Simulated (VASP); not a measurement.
Runs of VASP 6.6.1 on Sr. The structure is that of space group P6_3/mmc (No. 194), or close to it. The cells are those of the table. This isn't the form of Sr at room conditions, which is fcc.

```tsv
cell	further INCAR settings	gap on the mesh (eV)	pressure (GPa)
a = 4.264, b = 4.264, c = 13.977 Å, angles 90.0, 90.0, 120.0°, 4 atoms	ALGO = Fast; EDIFF = 1e-06; NBANDS = 28	none	0.0
a = 4.307, b = 4.307, c = 14.115 Å, angles 90.0, 90.0, 120.0°, 4 atoms	ALGO = Fast; EDIFF = 1e-06; NBANDS = 28	none	-0.3
a = 4.402, b = 4.402, c = 14.428 Å, angles 90.0, 90.0, 120.0°, 4 atoms	ALGO = Fast; EDIFF = 1e-07; NBANDS = 28	none	-1.0
a = 4.348, b = 4.348, c = 14.251 Å, angles 90.0, 90.0, 120.0°, 4 atoms	ALGO = Fast; EDIFF = 1e-06; NBANDS = 28	none	(a)
```

Alike in all rows: task single point; level PBE; potentials or basis VASP PAW PBE potentials, release 64 (Sr_sv); no spin polarisation; k mesh 12 × 12 × 4; cutoff (eV) 520; smearing gaussian 0.1 eV.

Q: Fill in the values left out.

A: (a) -0.6.

A k mesh can miss the band edges, and the runs leave out spin-orbit coupling on Sr.

A gap of «none» marks levels without a gap at the run's occupations.
